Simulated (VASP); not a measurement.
Write the native input for VASP 6.6.1 that does the following.

| Quantity | Value |
| --- | --- |
| Task | single point |
| Functional | LDA |
| Potentials or basis | VASP PAW LDA potentials, release 64 (Re) |
| Cutoff | 520 eV |
| k mesh | 14 × 14 × 14 |
| Occupations | fermi-dirac, width 0.03 eV |
| Spin | no spin polarisation |
| Dipole correction | no |
| Further INCAR settings | ALGO = Normal; EDIFF = 1e-07; NBANDS = 10 |

The structure of Re lies in POSCAR:

```
Re
1.0
    0.0000000000      1.9880798514      1.9880798514
    1.9880798514      0.0000000000      1.9880798514
    1.9880798514      1.9880798514      0.0000000000
Re
1
Direct
    0.0000000000      0.0000000000      0.0000000000
```

This isn't the form of Re at room conditions, which is hcp.

The input as run:

INCAR

```
  ALGO = Normal
  EDIFF = 1E-7
  ENCUT = 520
  GGA = CA
  ISIF = 2
  ISMEAR = -1
  LASPH = T
  LCHARG = F
  LREAL = F
  LWAVE = F
  NBANDS = 10
  NELM = 80
  PREC = Accurate
  SIGMA = 0.03
```

KPOINTS

```
k-points
0
Gamma
  14 14 14
```

Potentials or basis: VASP PAW LDA potentials, release 64 (Re).

Run with:

```console
$ cat potpaw_LDA.64/Re/POTCAR > POTCAR
$ mpirun -np 1 vasp_std > vasp.out
```

Results of the run:

```
Pressure               : -28.9 GPa
Band gap on the k mesh : zero (an odd number of electrons rules out a gap without spin polarisation)
```

Caveat: the cell stands under tension; spin-orbit coupling is left out, which moves the levels of the heavy elements.

Wall time 16 s on 1 thread of Intel Xeon 8259CL, on a shared host, peak memory 0.14 GiB.
